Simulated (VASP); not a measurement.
Here is a VASP 6.6.1 calculation.

The input INCAR:

```
  PREC = Accurate
  ENCUT = 500
  EDIFF = 1E-6
  ISMEAR = 0
  SIGMA = 0.1
  LREAL = F
  LASPH = T
  NELM = 120
  ALGO = Normal
  ISIF = 2
  LWAVE = F
  LCHARG = F
  GGA = PS
  NBANDS = 16
  GGA_COMPAT = F
```

KPOINTS

```
Automatic mesh
0
Gamma
  6 6 6
```

File POSCAR:

```
GaP
1.0
    0.0000000000      2.7255000000      2.7255000000
    2.7255000000      0.0000000000      2.7255000000
    2.7255000000      2.7255000000      0.0000000000
Ga P
1 1
Direct
    0.0000000000      0.0000000000      0.0000000000
    0.2500000000      0.2500000000      0.2500000000
```

Potentials or basis: VASP PAW PBE potentials, release 64 (Ga_d, P).

Run with:

```console
$ cat potpaw_PBE.64/Ga_d/POTCAR potpaw_PBE.64/P/POTCAR > POTCAR
$ mpirun -np 1 vasp_std > vasp.out
```

Problem. What does it give for the band gap on the k mesh?

Solution. 1.51 eV, indirect (least direct gap 1.75 eV).

Problem. What does it give for the pressure?

Solution. -0.6 GPa.

Caveat: the PAW data sets were made with another functional, which shifts forces and pressure a little. A k mesh can miss the band edges.
